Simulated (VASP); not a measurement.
Wanted: the native input for a VASP 6.6.1 run.

```
Task                   : single point
Functional             : PBE
Potentials or basis    : VASP PAW PBE potentials, release 64 (Ga_d, P)
Cutoff                 : 520 eV
k mesh                 : 10 × 10 × 10
Occupations            : gaussian, width 0.05 eV
Spin                   : no spin polarisation
Dipole correction      : no
Further INCAR settings : ALGO = Normal; EDIFF = 1e-06; NBANDS = 16
```

The structure of GaP lies in POSCAR:

```
GaP
1.0
    0.0000000000      2.9022252187      2.7511851538
    2.7511851538      0.0000000000      2.7511851538
    2.7511851538      2.9022252187      0.0000000000
Ga P
1 1
Direct
    0.0000000000      0.0000000000      0.0000000000
    0.7500000000      0.7500000000      0.7500000000
```

These files were run (other wordings do the same):

INCAR

```
ALGO = Normal
EDIFF = 1E-6
ENCUT = 520
GGA = PE
ISIF = 2
ISMEAR = 0
LASPH = True
LCHARG = False
LREAL = False
LWAVE = False
NBANDS = 16
NELM = 80
PREC = Accurate
SIGMA = 0.05
```

KPOINTS

```
k-points
0
Gamma
  10 10 10
```

Potentials or basis: VASP PAW PBE potentials, release 64 (Ga_d, P).

Run with:

```sh
$ cat potpaw_PBE.64/Ga_d/POTCAR potpaw_PBE.64/P/POTCAR > POTCAR
$ mpirun -np 1 vasp_std > vasp.out
```

Results of the run:

- Pressure: -3.6 GPa
- Band gap on the k mesh: 1.04 eV

Caveat: the cell stands under tension.

It took 78 s on 1 thread of Intel(R) Xeon(R) Platinum 8259CL CPU @ 2.50GHz (Skylake/Cascade Lake) (shared host), peak memory 0.21 GiB.
